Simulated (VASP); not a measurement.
# Si4Ge (I4_1/a) in VASP: single point with PBE

Aim: the single point of Si4Ge with PBE.

All numbers are computed with VASP 6.6.1; they aren't measurements. Logs are shortened: lines on timing, memory, paths and dates and some standing lists are left out, and cuts for length are marked.

## 1. The cell of the first run

It takes space group I4_1/a (No. 88, tetragonal). The conventional cell has a = 8.457 Å, b = 8.457 Å, c = 5.350 Å, α = 90.00°, β = 90.00°, γ = 90.00°. Within 3.0 Å of Si (site symmetry 1) lie 3 Si at 2.29 to 2.30 Å and 1 Ge at 2.35 Å. Within 3.1 Å of Ge (site symmetry -4) lie 4 Si at 2.35 Å.

## 2. Single point, PBE (19.13 Å³/atom)

INCAR reads:

```
  ALGO = Normal
  EDIFF = 1E-6
  ENCUT = 500
  GGA = PE
  GGA_COMPAT = False
  ISIF = 2
  ISMEAR = 0
  LASPH = True
  LCHARG = True
  LELF = True
  LREAL = False
  LVHAR = True
  LWAVE = False
  NBANDS = 41
  NELM = 120
  PREC = Accurate
  SIGMA = 0.02
```

KPOINTS reads:

```
k-points
0
Gamma
  6 6 6
```

POSCAR reads:

```
Si4Ge
1.0
   -4.2286984036      4.2286984036      2.6748552337
    4.2286984036     -4.2286984036      2.6748552337
    4.2286984036      4.2286984036     -2.6748552337
Si Ge
8 2
Direct
    0.3932354666      0.1964397817      0.6000347785
    0.5432006881      0.6432354666      0.6967956849
    0.3567645334      0.0535602183      0.8999652215
    0.9464397817      0.8464050032      0.3032043151
    0.2067993119      0.6067645334      0.8032043151
    0.1535949968      0.4567993119      0.1000347785
    0.8035602183      0.4035949968      0.1967956849
    0.5964050032      0.7932006881      0.3999652215
    0.0000000000      0.0000000000      0.0000000000
    0.7500000000      0.2500000000      0.5000000000
```

Potentials or basis: VASP PAW PBE potentials, release 64 (Si, Ge_d).

The run is started by

```console
$ cat potpaw_PBE.64/Si/POTCAR potpaw_PBE.64/Ge_d/POTCAR > POTCAR
$ mpirun -np 1 vasp_std > vasp.out
```

OUTCAR:

```text
EDIFF = 1E-6
   ENCUT = 500
   GGA = PE
   ISIF = 2
   ISMEAR = 0
   LASPH = True
   LREAL = False
   NELM = 120
   PREC = Accurate

 ion  position               nearest neighbor table
   1  0.393  0.196  0.600-   3 2.29   2 2.30   4 2.30  10 2.35
   2  0.543  0.643  0.697-   5 2.29   1 2.30   8 2.30   9 2.35
   3  0.357  0.054  0.900-   1 2.29   5 2.30   7 2.30   9 2.35
   4  0.946  0.846  0.303-   7 2.29   1 2.30   8 2.30   9 2.35
   5  0.207  0.607  0.803-   2 2.29   3 2.30   6 2.30  10 2.35
   6  0.154  0.457  0.100-   8 2.29   7 2.30   5 2.30   9 2.35
   7  0.804  0.404  0.197-   4 2.29   3 2.30   6 2.30  10 2.35
   8  0.596  0.793  0.400-   6 2.29   4 2.30   2 2.30  10 2.35
   9  0.000  0.000  0.000-   4 2.35   6 2.35   2 2.35   3 2.35
  10  0.750  0.250  0.500-   7 2.35   8 2.35   5 2.35   1 2.35

  LATTYP: Found a body centered tetragonal cell.
 ALAT       =     8.4573968072
 C/A-ratio  =     0.6325481220

  Lattice vectors:

 A1 = (  -4.2286984036,   4.2286984036,   2.6748552337)
 A2 = (   4.2286984036,  -4.2286984036,   2.6748552337)
 A3 = (   4.2286984036,   4.2286984036,  -2.6748552337)

Analysis of symmetry for initial positions (statically):
=====================================================================
 Subroutine PRICEL returns:
 Original cell was already a primitive cell.

 Routine SETGRP: Setting up the symmetry group for a
 body centered tetragonal supercell.

 Subroutine GETGRP returns: Found  8 space group operations
 (whereof  4 operations were pure point group operations)
 out of a pool of 16 trial point group operations.

The static configuration has the point symmetry S_4 .
 The point group associated with its full space group is C_4h.

Analysis of symmetry for dynamics (positions and initial velocities):
=====================================================================
 Subroutine PRICEL returns:
 Original cell was already a primitive cell.

 Routine SETGRP: Setting up the symmetry group for a
 body centered tetragonal supercell.

 Subroutine GETGRP returns: Found  8 space group operations
 (whereof  4 operations were pure point group operations)
 out of a pool of 16 trial point group operations.

The dynamic configuration has the point symmetry S_4 .
 The point group associated with its full space group is C_4h.

 Subroutine INISYM returns: Found  8 space group operations
 (whereof  4 operations are pure point group operations),
 and found     1 'primitive' translations

----------------------------------------------------------------------------------------

                                     Primitive cell

  volume of cell :     191.3259

  direct lattice vectors                    reciprocal lattice vectors
    -4.228698404  4.228698404  2.674855234     0.000000000  0.118239693  0.186926004
     4.228698404 -4.228698404  2.674855234     0.118239693  0.000000000  0.186926004
     4.228698404  4.228698404 -2.674855234     0.118239693  0.118239693  0.000000000

  length of vectors
     6.551231251  6.551231251  6.551231251     0.221183082  0.221183082  0.167216177

  position of ions in fractional coordinates (direct lattice)
     0.393235467  0.196439782  0.600034779
     0.543200688  0.643235467  0.696795685
     0.356764533  0.053560218  0.899965221
     0.946439782  0.846405003  0.303204315
     0.206799312  0.606764533  0.803204315
     0.153594997  0.456799312  0.100034779
     0.803560218  0.403594997  0.196795685
     0.596405003  0.793200688  0.399965221
     0.000000000  0.000000000  0.000000000
     0.750000000  0.250000000  0.500000000

  ion indices of the primitive-cell ions
   primitive index   ion index
                 1           1
                 2           2
                 3           3
                 4           4
                 5           5
                 6           6
                 7           7
                 8           8
                 9           9
                10          10

----------------------------------------------------------------------------------------

 KPOINTS: k-points

Automatic generation of k-mesh.
 Grid dimensions read from file:
 generate k-points for:    6    6    6

 Generating k-lattice:

  Cartesian coordinates                     Fractional coordinates (reciprocal lattice)
     0.000000000  0.019706615  0.031154334     0.166666667  0.000000000 -0.000000000
     0.019706615  0.000000000  0.031154334     0.000000000  0.166666667 -0.000000000
     0.019706615  0.019706615  0.000000000     0.000000000  0.000000000  0.166666667

  Length of vectors
     0.036863847  0.036863847  0.027869363

  Shift w.r.t. Gamma in fractional coordinates (k-lattice)
     0.000000000  0.000000000  0.000000000

 Subroutine IBZKPT returns following result:
 ===========================================

 Found     36 irreducible k-points:

 Following reciprocal coordinates:
            Coordinates               Weight
  0.000000  0.000000  0.000000      1.000000
  0.166667 -0.000000  0.000000      8.000000
  0.333333 -0.000000  0.000000      8.000000
  0.500000 -0.000000  0.000000      4.000000
  0.166667  0.166667  0.000000      8.000000
  0.333333  0.166667  0.000000      8.000000
[... 16 lines left out ...]
 -0.333333  0.333333 -0.166667      4.000000
 -0.166667  0.333333  0.166667      8.000000
 [... further k-points ...]
   k-points           NKPTS =     36   k-points in BZ     NKDIM =     36   number of bands    NBANDS=     41
   number of dos      NEDOS =    301   number of ions     NIONS =     10
   total plane-waves  NPLWV = 110592
   dimension x,y,z NGX =    48 NGY =   48 NGZ =   48
   dimension x,y,z NGXF=    96 NGYF=   96 NGZF=   96
   ions per type =               8   2
   NGX,Y,Z   is equivalent  to a cutoff of  12.18, 12.18, 12.18 a.u.
   NGXF,Y,Z  is equivalent  to a cutoff of  24.36, 24.36, 24.36 a.u.
 SYSTEM =  unknown system
   PREC   = accura    normal or accurate (medium, high low for compatibility)
   ISTART =      0    job   : 0-new  1-cont  2-samecut
   ICHARG =      2    charge: 1-file 2-atom 10-const
   ISPIN  =      1    spin polarized calculation?
   LNONCOLLINEAR =      F non collinear calculations
   LSORBIT =      F    spin-orbit coupling
   LASPH  =      T    aspherical Exc in radial PAW
   ENCUT  =  500.0 eV  36.75 Ry    6.06 a.u.  11.94 11.94 11.94*2*pi/ulx,y,z
   NELM   =    120;   NELMIN=  2; NELMDL= -5     # of ELM steps
   EDIFF  = 0.1E-05   stopping-criterion for ELM
   LREAL  =      F    real-space projection
   EDIFFG = 0.1E-04   stopping-criterion for IOM
   NSW    =      0    number of steps for IOM
   IBRION =     -1    ionic relax: 0-MD 1-quasi-New 2-CG
   NFREE  =      0    steps in history (QN), initial steepest desc. (CG)
   ISIF   =      2    stress and relaxation
   ISYM   =      2    0-nonsym 1-usesym 2-fastsym
   POTIM  = 0.5000    time-step for ionic-motion
   TEBEG  =    0.0;   TEEND  =   0.0 temperature during run
   PSTRESS=    0.0 pullay stress
   NELECT =      60.0000    total number of electrons
   NUPDOWN=      -1.0000    fix difference up-down
   EMIN   =  10.00;   EMAX   =-10.00  energy-range for DOS
   EFERMI =   0.00;   METHOD = LEGACY
   ISMEAR =     0;   SIGMA  =   0.02  broadening in eV -4-tet -1-fermi 0-gaus
   EFERMI_NEDOS =   21; number of points for ismear=-14 and -15
   IALGO  =     38    algorithm
   IMIX   =      4    mixing-type and parameters
     AMIX     =   0.40;   BMIX     =  1.00
     AMIX_MAG =   1.60;   BMIX_MAG =  1.00
  volume/ion in A,a.u.               =      19.13       129.11
  Fermi-wavevector in a.u.,A,eV,Ry     =   1.112246  2.101839 16.831634  1.237090
  Thomas-Fermi vector in A             =   2.248818
   LORBIT       =      0    0 simple, 1 ext, 2 COOP (PROOUT), +10 PAW based schemes
   GGA     = PE    functional components
   LHFCALC =     F    Hartree Fock is set to
   AEXX    =    0.0000 exact exchange contribution
   IVDW    =     0    specifies the selected vdW correction
   LEPSILON=     F    determine dielectric tensor
   LRPA    =     F    only Hartree local field effects (RPA)
 non-spin polarized calculation
 Gauss-broadening in eV      SIGMA  =   0.02
  energy-cutoff  :      500.00
  volume of cell :      191.33
 maximum number of plane-waves:      4890
   NGX = 23   NGY = 23   NGZ = 23

 number of electron      59.9999986 magnetization

 Free energy of the ion-electron system (eV)
  ---------------------------------------------------
  ext. energy  EPLUGINS =         0.00000000
  ---------------------------------------------------
  free energy    TOTEN  =       -51.83151002 eV

  energy without entropy =      -51.83151002  energy(sigma->0) =      -51.83151002

 E-fermi :   6.4554     XC(G=0):  -9.8216

 val. band max:        6.3661145546   @ k =   0.0000   0.0000   0.0000
 cond. band min:       6.9313735577   @ k =   0.5000   0.5000   0.1667
 fundamental gap:      0.5652590032
 Fermi energy:         6.4554210904

 k-point     1 :       0.0000    0.0000    0.0000
  band No.  band energies     occupation
      1     -17.9016      2.00000
      2     -17.9016      2.00000
      3     -17.9015      2.00000
      4     -17.9015      2.00000
      5     -17.9009      2.00000
      6     -17.9006      2.00000
[... 33 lines left out ...]
     40      10.2445      0.00000
     41      10.2451      0.00000

 k-point     2 :       0.1667   -0.0000    0.0000
  band No.  band energies     occupation
      1     -17.9017      2.00000
      2     -17.9017      2.00000
      3     -17.9015      2.00000
      4     -17.9015      2.00000
      5     -17.9009      2.00000
      6     -17.9006      2.00000
[... 957 lines left out ...]
     40      10.7880      0.00000
     41      10.8693      0.00000

 k-point    24 :      -0.1667    0.3333    0.1667
  band No.  band energies     occupation
      1     -17.9018      2.00000
      2     -17.9017      2.00000
      3     -17.9016      2.00000
      4     -17.9015      2.00000
      5     -17.9007      2.00000
      6     -17.9005      2.00000
[... 33 lines left out ...]
     40      10.3943      0.00000
     41      10.6897      0.00000

 [... further k-points ...]

------------------------ aborting loop because EDIFF is reached ----------------------------------------

  FORCE on cell =-STRESS in cart. coord.  units (eV):
  Direction    XX          YY          ZZ          XY          YZ          ZX
  --------------------------------------------------------------------------------------
  -------------------------------------------------------------------------------------
  Total       11.3234175     11.3234175     11.3221531      0.0000000     -0.0000000      0.0000000
  in kB       94.8231558     94.8231558     94.8125677      0.0000002     -0.0000000      0.0000000
  external PRESSURE =      94.8196264 kB  Pullay stress =       0.0000000 kB

 VOLUME and BASIS-vectors are now :
 -----------------------------------------------------------------------------
  energy-cutoff  :      500.00
  volume of cell :      191.33
      direct lattice vectors                 reciprocal lattice vectors
    -4.228698404  4.228698404  2.674855234     0.000000000  0.118239693  0.186926004
     4.228698404 -4.228698404  2.674855234     0.118239693  0.000000000  0.186926004
     4.228698404  4.228698404 -2.674855234     0.118239693  0.118239693  0.000000000

 POSITION                                       TOTAL-FORCE (eV/Angst)
 -----------------------------------------------------------------------------------
      1.70518      3.36956     -0.02771        -0.004891     -0.000195      0.004746
      3.36956      2.52352      1.30972        -0.000195      0.004891      0.004746
      2.52352      5.08784     -1.30972         0.004891      0.000195     -0.004746
      0.85914      1.70518      3.98457         0.000195     -0.004891      0.004746
      5.08784      1.70518      0.02771         0.000195     -0.004891     -0.004746
      1.70518     -0.85914      1.36514        -0.004891     -0.000195     -0.004746
     -0.85914      2.52352      2.70257        -0.000195      0.004891     -0.004746
      2.52352      0.85914      2.64714         0.004891      0.000195      0.004746
      0.00000      0.00000      0.00000         0.000000     -0.000000     -0.000000
     -0.00000      4.22870      1.33743         0.000000     -0.000000     -0.000000
 -----------------------------------------------------------------------------------
    total drift:                                0.000000      0.000000      0.000000

  FREE ENERGIE OF THE ION-ELECTRON SYSTEM (eV)
  ---------------------------------------------------
  free  energy   TOTEN  =       -51.8315100228 eV

  energy  without entropy=      -51.8315100228  energy(sigma->0) =      -51.83151002
```

It took 5.8 min on 1 thread of Oxide Virtual Turin-like, shared host; peak memory 0.39 GiB.

What came out:

* Free energy: -51.8315 eV
* Pressure: 9.5 GPa
* Largest force: 0.007 eV/Å
* Band gap on the k mesh: 0.57 eV (least direct gap 1.18 eV)

Forces in eV/Å, atoms in the order of the input:
```
Si  -0.005  0.000  0.005
Si   0.000  0.005  0.005
Si   0.005  0.000 -0.005
Si   0.000 -0.005  0.005
Si   0.000 -0.005 -0.005
Si  -0.005  0.000 -0.005
Si   0.000  0.005 -0.005
Si   0.005  0.000  0.005
Ge   0.000  0.000  0.000
Ge   0.000  0.000  0.000
```

Caveat: the cell stands under pressure. A k mesh can miss the band edges.
